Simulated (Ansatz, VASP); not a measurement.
## Si: VASP beside Ansatz

INCAR

```
SYSTEM = Si
PREC = Accurate
ENCUT = 520
EDIFF = 1E-8
ISMEAR = -1
SIGMA = 0.08
LREAL = .FALSE.
LASPH = .TRUE.
NELM = 100
ALGO = Normal
ISIF = 2
LWAVE = .FALSE.
LCHARG = .FALSE.
GGA = CA
LEFG = .TRUE.
NBANDS = 11
```

The input KPOINTS:

```
regular mesh
0
G
  11 11 11
  0 0 0
```

Contents of POSCAR:

```
Si
1.0
   -0.0543094000      2.6883153000      2.6883153000
    2.6883153000     -0.0543094000      2.6883153000
    2.6883153000      2.6883153000     -0.0543094000
Si
2
Direct
    0.5000000000      0.5000000000      0.5000000000
    0.7500000000      0.7500000000      0.7500000000
```

Input for Ansatz:

```yaml
crystal:
  lattice:
    - [-0.0543094, 2.6883153, 2.6883153]
    - [2.6883153, -0.0543094, 2.6883153]
    - [2.6883153, 2.6883153, -0.0543094]
  atoms:
    - { symbol: Si, position: [0.5, 0.5, 0.5] }
    - { symbol: Si, position: [0.75, 0.75, 0.75] }
kpoints:
  mp_grid: { grid: [11, 11, 11] }
scf:
  occupations: { method: fermi_dirac, width: 0.08 }
hamiltonian:
  xc: lda
  pseudopotentials: { kind: all_electron, datasets: crystal }
output:
  forces: true
  stress: true
  eigenvalues: true
  efg: { contact_densities: true }
```

Change from the starting cell: equal xy, yz and zx shear strains of -2 %, crystal datasets.

Alike in both runs: task electric field gradients; functional LDA; k mesh 11 × 11 × 11; occupations fermi-dirac, width 0.08 eV; no spin polarisation.

|  | VASP | Ansatz |
| --- | --- | --- |
| version | VASP 6.6.1 | Ansatz 0.2.0 |
| potentials or method | VASP PAW LDA potentials, release 64 (Si), cutoff 520 eV | all-electron PAW with datasets made for the crystal, scalar-relativistic |

VASP gave:

| Item | Value |
| --- | --- |
| pressure (GPa) | -1.3 |
| traceless stress, the component that is largest in VASP (GPa) | 2.11 |
| rms of the force components (eV/Å) | 0.207 |
| size of Vzz on the site where it differs most (V/Å²) | 8.5 |

Problem. Which values does Ansatz return?

Solution. Pressure (GPa): -1.4; traceless stress, the component that is largest in VASP (GPa): 2.10; rms of the force components (eV/Å): 0.207; size of Vzz on the site where it differs most (V/Å²): 7.9.

LDA's correlation is that of Perdew and Zunger in VASP and of Perdew and Wang (1992) in Ansatz. Atom by atom the forces differ by 0.000 eV/Å (rms over components). Ansatz ran all-electron here, and VASP with PAW potentials.
